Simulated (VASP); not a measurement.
# In (I-42d) in VASP: further runs

The runs below take In through single point, with PBE.

All numbers are computed with VASP 6.6.1; they aren't measurements. Logs are shortened: lines on timing, memory, paths and dates and some standing lists are left out, and cuts for length are marked.

**1. The cell of the first run**

The structure is tetragonal, space group I-42d (No. 122). Conventional cell: a = 6.011 Å, b = 6.011 Å, c = 6.161 Å, α = 90.00°, β = 90.00°, γ = 90.00°. Within 4.4 Å of In (site symmetry 2) lie 14 In at 3.08 to 4.30 Å.

**2. Single point, PBE**

File INCAR:

```
SYSTEM = In
  ALGO = Fast
  EDIFF = 1E-6
  ENCUT = 520
  GGA = PE
  ISIF = 2
  ISMEAR = 0
  LASPH = .TRUE.
  LCHARG = .FALSE.
  LREAL = .FALSE.
  LWAVE = .FALSE.
  NBANDS = 34
  NELM = 60
  PREC = Accurate
  SIGMA = 0.1
```

File KPOINTS:

```
k-points
0
G
  4 4 4
  0 0 0
```

File POSCAR:

```
In
1.0
   -3.0052735717      3.0052735717      3.0806094820
    3.0052735717     -3.0052735717      3.0806094820
    3.0052735717      3.0052735717     -3.0806094820
In
4
Direct
    0.8750000000      0.3691628550      0.9941628550
    0.3750000000      0.8808371450      0.0058371450
    0.6308371450      0.6250000000      0.5058371450
    0.1191628550      0.1250000000      0.4941628550
```

Potentials or basis: VASP PAW PBE potentials, release 64 (In_d).

Launch:

```
> cat potpaw_PBE.64/In_d/POTCAR > POTCAR
> mpirun -np 1 vasp_std > vasp.out
```

OUTCAR:

```text
SYSTEM = In
   EDIFF = 1E-6
   ENCUT = 520
   GGA = PE
   ISIF = 2
   ISMEAR = 0
   LASPH = .TRUE.
   LREAL = .FALSE.
   NELM = 60
   PREC = Accurate

 ion  position               nearest neighbor table
   1  0.875  0.369  0.994-   2 3.08   2 3.08   4 3.35   4 3.35   3 3.35   3 3.35   4 3.41   3 3.41
                             4 3.41   3 3.41
   2  0.375  0.881  0.006-   1 3.08   1 3.08   4 3.35   3 3.35   3 3.35   4 3.35   4 3.41   3 3.41
                             3 3.41   4 3.41
   3  0.631  0.625  0.506-   4 3.08   4 3.08   1 3.35   2 3.35   2 3.35   1 3.35   1 3.41   2 3.41
                             1 3.41   2 3.41
   4  0.119  0.125  0.494-   3 3.08   3 3.08   2 3.35   1 3.35   1 3.35   2 3.35   2 3.41   1 3.41
                             1 3.41   2 3.41

  LATTYP: Found a body centered tetragonal cell.
 ALAT       =     6.0105471434
 C/A-ratio  =     1.0250679043

  Lattice vectors:

 A1 = (  -3.0052735717,   3.0052735717,   3.0806094820)
 A2 = (   3.0052735717,  -3.0052735717,   3.0806094820)
 A3 = (   3.0052735717,   3.0052735717,  -3.0806094820)

Analysis of symmetry for initial positions (statically):
=====================================================================
 Subroutine PRICEL returns:
 Original cell was already a primitive cell.

 Routine SETGRP: Setting up the symmetry group for a
 body centered tetragonal supercell.

 Subroutine GETGRP returns: Found  8 space group operations
 (whereof  4 operations were pure point group operations)
 out of a pool of 16 trial point group operations.

The static configuration has the point symmetry S_4 .
 The point group associated with its full space group is D_2d.

Analysis of symmetry for dynamics (positions and initial velocities):
=====================================================================
 Subroutine PRICEL returns:
 Original cell was already a primitive cell.

 Routine SETGRP: Setting up the symmetry group for a
 body centered tetragonal supercell.

 Subroutine GETGRP returns: Found  8 space group operations
 (whereof  4 operations were pure point group operations)
 out of a pool of 16 trial point group operations.

The dynamic configuration has the point symmetry S_4 .
 The point group associated with its full space group is D_2d.

 Subroutine INISYM returns: Found  8 space group operations
 (whereof  4 operations are pure point group operations),
 and found     1 'primitive' translations

----------------------------------------------------------------------------------------

                                     Primitive cell

  volume of cell :     111.2922

  direct lattice vectors                    reciprocal lattice vectors
    -3.005273572  3.005273572  3.080609482     0.000000000  0.166374205  0.162305545
     3.005273572 -3.005273572  3.080609482     0.166374205  0.000000000  0.162305545
     3.005273572  3.005273572 -3.080609482     0.166374205  0.166374205  0.000000000

  length of vectors
     5.249142145  5.249142145  5.249142145     0.232429486  0.232429486  0.235288657

  position of ions in fractional coordinates (direct lattice)
     0.875000000  0.369162855  0.994162855
     0.375000000  0.880837145  0.005837145
     0.630837145  0.625000000  0.505837145
     0.119162855  0.125000000  0.494162855

  ion indices of the primitive-cell ions
   primitive index   ion index
                 1           1
                 2           2
                 3           3
                 4           4

----------------------------------------------------------------------------------------

 KPOINTS: k-points

Automatic generation of k-mesh.
 Grid dimensions read from file:
 generate k-points for:    4    4    4

 Generating k-lattice:

  Cartesian coordinates                     Fractional coordinates (reciprocal lattice)
     0.000000000  0.041593551  0.040576386     0.250000000  0.000000000  0.000000000
     0.041593551  0.000000000  0.040576386     0.000000000  0.250000000  0.000000000
     0.041593551  0.041593551  0.000000000     0.000000000  0.000000000  0.250000000

  Length of vectors
     0.058107371  0.058107371  0.058822164

  Shift w.r.t. Gamma in fractional coordinates (k-lattice)
     0.000000000  0.000000000  0.000000000

 Subroutine IBZKPT returns following result:
 ===========================================

 Found     13 irreducible k-points:

 Following reciprocal coordinates:
            Coordinates               Weight
  0.000000  0.000000  0.000000      1.000000
  0.250000  0.000000 -0.000000      8.000000
  0.500000  0.000000 -0.000000      4.000000
  0.250000  0.250000 -0.000000      8.000000
  0.500000  0.250000 -0.000000     16.000000
 -0.250000  0.250000  0.000000      4.000000
  0.500000  0.500000 -0.000000      2.000000
  0.250000  0.250000  0.250000      2.000000
 -0.250000  0.250000  0.250000      4.000000
  0.500000  0.500000  0.250000      4.000000
 -0.250000  0.500000  0.250000      8.000000
 -0.250000 -0.250000  0.250000      2.000000
  0.500000  0.500000  0.500000      1.000000
   k-points           NKPTS =     13   k-points in BZ     NKDIM =     13   number of bands    NBANDS=     34
   number of dos      NEDOS =    301   number of ions     NIONS =      4
   total plane-waves  NPLWV =  64000
   dimension x,y,z NGX =    40 NGY =   40 NGZ =   40
   dimension x,y,z NGXF=    80 NGYF=   80 NGZF=   80
   ions per type =               4
   NGX,Y,Z   is equivalent  to a cutoff of  12.67, 12.67, 12.67 a.u.
   NGXF,Y,Z  is equivalent  to a cutoff of  25.34, 25.34, 25.34 a.u.
 SYSTEM =  In
   PREC   = accura    normal or accurate (medium, high low for compatibility)
   ISTART =      0    job   : 0-new  1-cont  2-samecut
   ICHARG =      2    charge: 1-file 2-atom 10-const
   ISPIN  =      1    spin polarized calculation?
   LNONCOLLINEAR =      F non collinear calculations
   LSORBIT =      F    spin-orbit coupling
   LASPH  =      T    aspherical Exc in radial PAW
   ENCUT  =  520.0 eV  38.22 Ry    6.18 a.u.   9.76  9.76  9.76*2*pi/ulx,y,z
   NELM   =     60;   NELMIN=  2; NELMDL= -5     # of ELM steps
   EDIFF  = 0.1E-05   stopping-criterion for ELM
   LREAL  =      F    real-space projection
   EDIFFG = 0.1E-04   stopping-criterion for IOM
   NSW    =      0    number of steps for IOM
   IBRION =     -1    ionic relax: 0-MD 1-quasi-New 2-CG
   NFREE  =      0    steps in history (QN), initial steepest desc. (CG)
   ISIF   =      2    stress and relaxation
   ISYM   =      2    0-nonsym 1-usesym 2-fastsym
   POTIM  = 0.5000    time-step for ionic-motion
   TEBEG  =    0.0;   TEEND  =   0.0 temperature during run
   PSTRESS=    0.0 pullay stress
   NELECT =      52.0000    total number of electrons
   NUPDOWN=      -1.0000    fix difference up-down
   EMIN   =  10.00;   EMAX   =-10.00  energy-range for DOS
   EFERMI =   0.00;   METHOD = LEGACY
   ISMEAR =     0;   SIGMA  =   0.10  broadening in eV -4-tet -1-fermi 0-gaus
   EFERMI_NEDOS =   21; number of points for ismear=-14 and -15
   IALGO  =     68    algorithm
   IMIX   =      4    mixing-type and parameters
     AMIX     =   0.40;   BMIX     =  1.00
     AMIX_MAG =   1.60;   BMIX_MAG =  1.00
  volume/ion in A,a.u.               =      27.82       187.76
  Fermi-wavevector in a.u.,A,eV,Ry     =   1.270343  2.400601 21.956698  1.613772
  Thomas-Fermi vector in A             =   2.403336
   LORBIT       =      0    0 simple, 1 ext, 2 COOP (PROOUT), +10 PAW based schemes
   GGA     = PE    functional components
   LHFCALC =     F    Hartree Fock is set to
   AEXX    =    0.0000 exact exchange contribution
   IVDW    =     0    specifies the selected vdW correction
   LEPSILON=     F    determine dielectric tensor
   LRPA    =     F    only Hartree local field effects (RPA)
 non-spin polarized calculation
 RMM-DIIS sequential band-by-band and
 Gauss-broadening in eV      SIGMA  =   0.10
  energy-cutoff  :      520.00
  volume of cell :      111.29
 maximum number of plane-waves:      3034
   NGX = 19   NGY = 19   NGZ = 19

 number of electron      51.9999987 magnetization

 Free energy of the ion-electron system (eV)
  ---------------------------------------------------
  ext. energy  EPLUGINS =         0.00000000
  ---------------------------------------------------
  free energy    TOTEN  =       -10.05793044 eV

  energy without entropy =      -10.03534503  energy(sigma->0) =      -10.04663774

 E-fermi :   6.6095     XC(G=0):  -9.9443

 val. band max:        6.5539389429   @ k =   0.2500   0.2500  -0.0000
 cond. band min:       6.6359323452   @ k =  -0.2500   0.2500   0.2500
 fundamental gap:      0.0819934022
 Fermi energy:         6.6094587724

 k-point     1 :       0.0000    0.0000    0.0000
  band No.  band energies     occupation
      1      -8.1071      2.00000
      2      -7.9366      2.00000
      3      -7.9351      2.00000
      4      -7.8846      2.00000
      5      -7.8336      2.00000
      6      -7.8331      2.00000
[... 26 lines left out ...]
     33      10.6075      0.00000
     34      13.5448      0.00000

 k-point     2 :       0.2500    0.0000   -0.0000
  band No.  band energies     occupation
      1      -8.0098      2.00000
      2      -7.9001      2.00000
      3      -7.8861      2.00000
      4      -7.8721      2.00000
      5      -7.8532      2.00000
      6      -7.8391      2.00000
[... 26 lines left out ...]
     33      11.7182      0.00000
     34      11.9954      0.00000

 k-point     3 :       0.5000    0.0000   -0.0000
  band No.  band energies     occupation
      1      -7.8706      2.00000
      2      -7.8697      2.00000
      3      -7.8328      2.00000
      4      -7.8249      2.00000
      5      -7.7833      2.00000
      6      -7.7804      2.00000
[... 26 lines left out ...]
     33      12.4059      0.00000
     34      12.5837      0.00000
[... 297 lines left out ...]
 k-point    12 :      -0.2500   -0.2500    0.2500
  band No.  band energies     occupation
      1      -7.8564      2.00000
      2      -7.8221      2.00000
      3      -7.8159      2.00000
      4      -7.7886      2.00000
      5      -7.7777      2.00000
      6      -7.7649      2.00000
[... 26 lines left out ...]
     33      13.0044      0.00000
     34      13.0135      0.00000

 k-point    13 :       0.5000    0.5000    0.5000
  band No.  band energies     occupation
      1      -8.0118      2.00000
      2      -8.0118      2.00000
      3      -7.8161      2.00000
      4      -7.8161      2.00000
      5      -7.8120      2.00000
      6      -7.8120      2.00000
[... 26 lines left out ...]
     33      13.9238      0.00000
     34      13.9238      0.00000

------------------------ aborting loop because EDIFF is reached ----------------------------------------

  FORCE on cell =-STRESS in cart. coord.  units (eV):
  Direction    XX          YY          ZZ          XY          YZ          ZX
  --------------------------------------------------------------------------------------
  -------------------------------------------------------------------------------------
  Total        0.1576868      0.1576868      0.1328486      0.0000000      0.0000000      0.0000000
  in kB        2.2700804      2.2700804      1.9125061      0.0000000      0.0000000      0.0000000
  external PRESSURE =       2.1508890 kB  Pullay stress =       0.0000000 kB

 VOLUME and BASIS-vectors are now :
 -----------------------------------------------------------------------------
  energy-cutoff  :      520.00
  volume of cell :      111.29
      direct lattice vectors                 reciprocal lattice vectors
    -3.005273572  3.005273572  3.080609482     0.000000000  0.166374205  0.162305545
     3.005273572 -3.005273572  3.080609482     0.166374205  0.000000000  0.162305545
     3.005273572  3.005273572 -3.080609482     0.166374205  0.166374205  0.000000000

 POSITION                                       TOTAL-FORCE (eV/Angst)
 -----------------------------------------------------------------------------------
      1.46755      4.50791      0.77015         0.025963      0.000000     -0.000000
      1.53772     -1.50264      3.85076        -0.025963      0.000000      0.000000
      1.50264      1.53772      2.31046         0.000000     -0.025963      0.000000
      1.50264      1.46755     -0.77015         0.000000      0.025963     -0.000000
 -----------------------------------------------------------------------------------
    total drift:                               -0.000000     -0.000000     -0.000000

  FREE ENERGIE OF THE ION-ELECTRON SYSTEM (eV)
  ---------------------------------------------------
  free  energy   TOTEN  =       -10.0579304439 eV

  energy  without entropy=      -10.0353450349  energy(sigma->0) =      -10.04663774
```

It took 34 s on 1 thread of AMD EPYC 9R45 (Zen 5), shared host; peak memory 0.21 GiB.

What came out:

```yaml
Free_energy: -10.0579 eV
Pressure: 0.2 GPa
Largest_force: 0.026 eV/Å
Band_gap_on_the_k_mesh: zero (bands 26 and 27 overlap by 3.35 eV)
```

Forces on the atoms (eV/Å):
```
In   0.026  0.000  0.000
In  -0.026  0.000  0.000
In   0.000 -0.026  0.000
In   0.000  0.026  0.000
```

Levels at points of the mesh, in eV from the Fermi level:
```csv
k point,band 24,band 25,band 26,band 27,band 28,band 29
"(0.00, 0.00, 0.00)",-1.35,-0.62,-0.62,-0.29,-0.29,1.34
"(0.50, 0.00, 0.00)",-3.17,-0.99,-0.90,2.04,2.07,2.52
"(0.50, 0.50, 0.00)",-2.43,-2.27,-2.27,2.28,2.28,3.10
"(0.50, 0.50, 0.50)",-4.57,-3.24,-3.24,2.65,2.65,4.33
```

Caveat: the k points lie up to 0.37 Å⁻¹ apart, too coarse for converged energies and pressures of a metal; spin-orbit coupling is left out, which moves the levels of the heavy elements.

(Continued in part 2 of 2.)

The gap in the log of VASP goes by the Fermi energy; the results here count the filled bands.